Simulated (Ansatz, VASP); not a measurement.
# One calculation of SiNi, two programs

File INCAR:

```
  ALGO = Normal
  EDIFF = 1E-6
  ENCUT = 520
  GGA = PS
  ISIF = 2
  ISMEAR = 0
  LASPH = T
  LCHARG = F
  LREAL = F
  LWAVE = F
  NBANDS = 22
  NELM = 60
  PREC = Accurate
  SIGMA = 0.15
```

File KPOINTS:

```
k-points
0
Gamma
  16 14 10
```

POSCAR

```
SiNi
1.0
    3.0266200000      0.0000000000      0.0000000000
    0.0000000000      3.2735000000      0.0000000000
    0.0000000000      0.0000000000      4.6977600000
Si Ni
2 2
Direct
    0.5000000000      0.5229112571      0.8423000000
    0.0000000000      0.0000000000      0.1577000000
    0.5000000000      0.5000000000      0.3442200000
    0.0000000000      0.0000000000      0.6557800000
```

Input for Ansatz:

```yaml
crystal:
  lattice:
    - [3.02662, 0.0, 0.0]
    - [0.0, 3.2735, 0.0]
    - [0.0, 0.0, 4.69776]
  atoms:
    - { symbol: Si, position: [0.5, 0.5229112571, 0.8423] }
    - { symbol: Si, position: [0.0, 0.0, 0.1577] }
    - { symbol: Ni, position: [0.5, 0.5, 0.34422] }
    - { symbol: Ni, position: [0.0, 0.0, 0.65578] }
basis:
  ecutwfc: 420
kpoints:
  mp_grid: { grid: [16, 14, 10] }
hamiltonian:
  xc: pbesol
scf:
  occupations: { method: gaussian, width: 0.15 }
output:
  forces: true
  stress: true
  eigenvalues: true
```

Alike in both runs: task single point; functional PBEsol; k mesh 16 × 14 × 10; occupations gaussian, width 0.15 eV; no spin polarisation.

|  | VASP | Ansatz |
| --- | --- | --- |
| version | VASP 6.6.1 | Ansatz 0.2.0 |
| potentials or method | VASP PAW PBE potentials, release 64 (Si, Ni), cutoff 520 eV | scalar-relativistic, plane waves, PAW |
| valence electrons in the cell | 28 | 44 |

|  | VASP | Ansatz | Ansatz less VASP |
| --- | --- | --- | --- |
| gap on the k mesh at the Fermi level (eV) | none | none | - |
| pressure (GPa) | -4.6 | -4.9 | -0.31 |
| traceless stress, the component that is largest in VASP (GPa) | -0.17 | -0.35 | -0.185 |
| rms of the force components (eV/Å) | 0.178 | 0.177 | -0.0009 |

VASP's potentials were made for PBE, not for PBEsol. Atom by atom the forces differ by 0.004 eV/Å (rms over components). A gap of «none» marks a metal or a gap that the smearing closes. The functional is the same, so the differences come from potentials, cutoffs and numerics. VASP's potentials hold 28 valence electrons a cell and Ansatz's 44, so a difference there can come from the potentials and not from the codes.
